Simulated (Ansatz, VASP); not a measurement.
Two plane-wave programs on Co

INCAR

```
  PREC = Accurate
  ENCUT = 690
  EDIFF = 1E-6
  ISMEAR = -1
  SIGMA = 0.15
  LREAL = False
  LASPH = True
  NELM = 200
  ALGO = Normal
  ISIF = 2
  LWAVE = False
  LCHARG = False
  ISPIN = 2
  MAGMOM = 1.8 1.8 1.8 1.8 1.8 1.8
  LORBIT = 11
  LMAXMIX = 4
  GGA = CA
  NBANDS = 64
  GGA_COMPAT = False
```

KPOINTS

```
Automatic mesh
0
Gamma
  6 6 6
```

File POSCAR:

```
Co
1.0
    0.0000000000      3.0831560177      3.0831560177
    3.0831560177      0.0000000000      3.0831560177
    3.0831560177      3.0831560177      0.0000000000
Co
6
Direct
    0.2500000000      0.2500000000      0.2500000000
    0.0000000000      0.0000000000      0.0000000000
    0.6250000000      0.6250000000      0.1250000000
    0.6250000000      0.1250000000      0.6250000000
    0.1250000000      0.6250000000      0.6250000000
    0.6250000000      0.6250000000      0.6250000000
```

Input for Ansatz:

```yaml
crystal:
  lattice:
    - [0.0, 3.083156017671561, 3.083156017671561]
    - [3.083156017671561, 0.0, 3.083156017671561]
    - [3.083156017671561, 3.083156017671561, 0.0]
  atoms:
    - { symbol: Co, position: [0.25, 0.25, 0.25], spin: 1.8 }
    - { symbol: Co, position: [0.0, 0.0, 0.0], spin: 1.8 }
    - { symbol: Co, position: [0.625, 0.625, 0.125], spin: 1.8 }
    - { symbol: Co, position: [0.625, 0.125, 0.625], spin: 1.8 }
    - { symbol: Co, position: [0.125, 0.625, 0.625], spin: 1.8 }
    - { symbol: Co, position: [0.625, 0.625, 0.625], spin: 1.8 }
basis:
  ecutwfc: 435.382179935808
kpoints:
  mp_grid:
    grid: [6, 6, 6]
hamiltonian:
  xc: lda
magnetization:
  spin_polarized: true
scf:
  convergence:
    dr2_threshold: 1.0e-09
  occupations:
    method: fermi_dirac
    width: 0.15
output:
  stress: true
```

Alike in both runs: task single point; functional LDA; k mesh 6 × 6 × 6; occupations fermi-dirac, width 0.15 eV; collinear spin.

|  | VASP | Ansatz |
| --- | --- | --- |
| version | VASP 6.6.1 | Ansatz 0.2.0 |
| potentials or method | VASP PAW LDA potentials, release 64 (Co_sv), cutoff 690 eV | plane waves, PAW |
| valence electrons in the cell | 102 | 102 |

Ansatz gave:

* pressure (GPa): 21.0
* net moment per atom (μB): 1.38
* size of the moment on the site where the two differ most (μB): 1.28

Question: Estimate VASP's values.

Answer: Pressure (GPa): 19.3; net moment per atom (μB): 1.34; size of the moment on the site where the two differ most (μB): 1.23.

LDA's correlation is that of Perdew and Zunger in VASP and of Perdew and Wang (1992) in Ansatz. Site moments also hang on the region over which each program counts them. Ansatz's warnings: stress scf threshold loose.
